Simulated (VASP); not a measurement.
The system is FeO (Wuestite).

```
Fe O
1.0
     0.00000    2.15540    2.15540
     2.15540    0.00000    2.15540
     2.15540    2.15540    0.00000
Fe O
1 1
Cartesian
  0.0000 0.0000 0.0000
  2.1554 2.1554 2.1554
```

| Property | Result |
| --- | --- |
| Program | VASP 6.6.1 |
| Task | relaxation of cell and atoms |
| Functional | BLYP |
| Potentials or basis | VASP PAW PBE potentials, release 64 (Fe, O) |
| Cutoff | 600 eV |
| k mesh | 11 × 11 × 11 |
| Occupations | fermi-dirac, width 0.05 eV |
| Spin | collinear spin, ferromagnetic start |
| Starting moments | [3.0, 0.0] μB |

At the start: pressure 6.8 GPa; volume 10.01 Å³/atom.

Q: Where does the relaxation end?

A: Over 3 steps the energy falls by 8.0 meV/atom and the volume is 10.40 Å³/atom (+3.8 %); space group Fm-3m (No. 225, to 0.05 Å); moment 4.00 μB per cell.

The path:
```csv
step,energy change (eV),largest force (eV/Å),pressure (GPa),volume (Å³)
1,0.0000,0.0000,6.83,20.03
2,-0.0099,0.0000,-3.81,21.29
3,-0.0159,0.0000,-0.02,20.80
```

Final structure:
```cif
data_structure
_symmetry_space_group_name_H-M 'P 1'
_symmetry_Int_Tables_number 1
_cell_length_a 3.0867
_cell_length_b 3.0867
_cell_length_c 3.0867
_cell_angle_alpha 60.000
_cell_angle_beta 60.000
_cell_angle_gamma 60.000
_cell_volume 20.80
loop_
_atom_site_label
_atom_site_type_symbol
_atom_site_fract_x
_atom_site_fract_y
_atom_site_fract_z
_atom_site_occupancy
Fe1 Fe 0.00000 0.00000 0.00000 1
O1 O 0.50000 0.50000 0.50000 1
```

Caveat: the PAW data sets were made with another functional, which shifts forces and pressure a little; a cell with one magnetic atom can't hold antiferromagnetic order, which such compounds often take.
